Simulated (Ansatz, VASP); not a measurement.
One calculation of Bi2Te3, two programs

File INCAR:

```
ALGO = Normal ; EDIFF = 1E-6
ENCUT = 520 ; GGA = PE
ISIF = 2 ; ISMEAR = 0
LASPH = True ; LCHARG = True
LELF = True ; LREAL = Auto
LVHAR = True ; LWAVE = False
NBANDS = 85 ; NELM = 60
PREC = Accurate ; SIGMA = 0.05
```

File KPOINTS:

```
k-points
0
Gamma
  9 9 1
```

POSCAR

```
Bi2Te3
1.0
   -4.4465493992      0.0000000000      0.0000000000
   -2.2232746996     -3.8508247389      0.0000000000
    0.0000000000      0.0000000000     33.1686732172
Bi Te
6 9
Direct
    0.6666666667      0.6666666667      0.5468902582
    1.0000000000      0.0000000000      0.2236065682
    0.3333333333      0.3333333333      0.8701739483
    0.6666666667      0.6666666667      0.7462768304
    1.0000000000      0.0000000000      0.4229931403
    0.3333333333      0.3333333333      0.0997094503
    0.6666666667      0.6666666667      0.1616580092
    0.0000000000      0.0000000000      0.8082253894
    0.3333333333      0.3333333333      0.4849416993
    0.6666666667      0.6666666667      0.3711781563
    1.0000000000      1.0000000000      0.0478944662
    0.3333333333      0.3333333333      0.6944618464
    0.6666666667      0.6666666667      0.9219889323
    1.0000000000      0.0000000000      0.5987052423
    0.3333333333      0.3333333333      0.2754215522
```

Input for Ansatz:

```yaml
crystal:
  lattice:
    - [-4.4465493992, 0.0, 0.0]
    - [-2.2232746996, -3.8508247389, 0.0]
    - [0.0, 0.0, 33.1686732172]
  atoms:
    - { symbol: Bi, position: [0.6666666667, 0.6666666667, 0.5468902582] }
    - { symbol: Bi, position: [1.0, 0.0, 0.2236065682] }
    - { symbol: Bi, position: [0.3333333333, 0.3333333333, 0.8701739483] }
    - { symbol: Bi, position: [0.6666666667, 0.6666666667, 0.7462768304] }
    - { symbol: Bi, position: [1.0, 0.0, 0.4229931403] }
    - { symbol: Bi, position: [0.3333333333, 0.3333333333, 0.0997094503] }
    - { symbol: Te, position: [0.6666666667, 0.6666666667, 0.1616580092] }
    - { symbol: Te, position: [0.0, 0.0, 0.8082253894] }
    - { symbol: Te, position: [0.3333333333, 0.3333333333, 0.4849416993] }
    - { symbol: Te, position: [0.6666666667, 0.6666666667, 0.3711781563] }
    - { symbol: Te, position: [1.0, 1.0, 0.0478944662] }
    - { symbol: Te, position: [0.3333333333, 0.3333333333, 0.6944618464] }
    - { symbol: Te, position: [0.6666666667, 0.6666666667, 0.9219889323] }
    - { symbol: Te, position: [1.0, 0.0, 0.5987052423] }
    - { symbol: Te, position: [0.3333333333, 0.3333333333, 0.2754215522] }
basis:
  ecutwfc: 420
kpoints:
  mp_grid: { grid: [9, 9, 1] }
hamiltonian:
  xc: pbe
scf:
  occupations: { method: gaussian, width: 0.05 }
output:
  forces: true
  stress: true
  eigenvalues: true
```

Alike in both runs: task single point; functional PBE; k mesh 9 × 9 × 1; occupations gaussian, width 0.05 eV; no spin polarisation.

```csv
,VASP,Ansatz
version,VASP 6.6.1,Ansatz 0.2.0
potentials or method,"VASP PAW PBE potentials, release 64 (Bi_d, Te), cutoff 520 eV","scalar-relativistic, plane waves, PAW"
valence electrons in the cell,144,234
```

|  | VASP | Ansatz | Ansatz less VASP |
| --- | --- | --- | --- |
| gap on the k mesh at the Fermi level (eV) | 0.61 | 0.62 | +0.009 |
| least direct gap on the mesh (eV) | 0.61 | 0.62 | +0.009 |
| pressure (GPa) | -0.1 | -0.1 | +0.04 |
| rms of the force components (eV/Å) | 0.011 | 0.012 | +0.0016 |

Atom by atom the forces differ by 0.004 eV/Å (rms over components). The functional is the same, so the differences come from potentials, cutoffs and numerics. VASP's potentials hold 144 valence electrons a cell and Ansatz's 234, so a difference there can come from the potentials and not from the codes.

Neither program's run includes spin-orbit coupling.
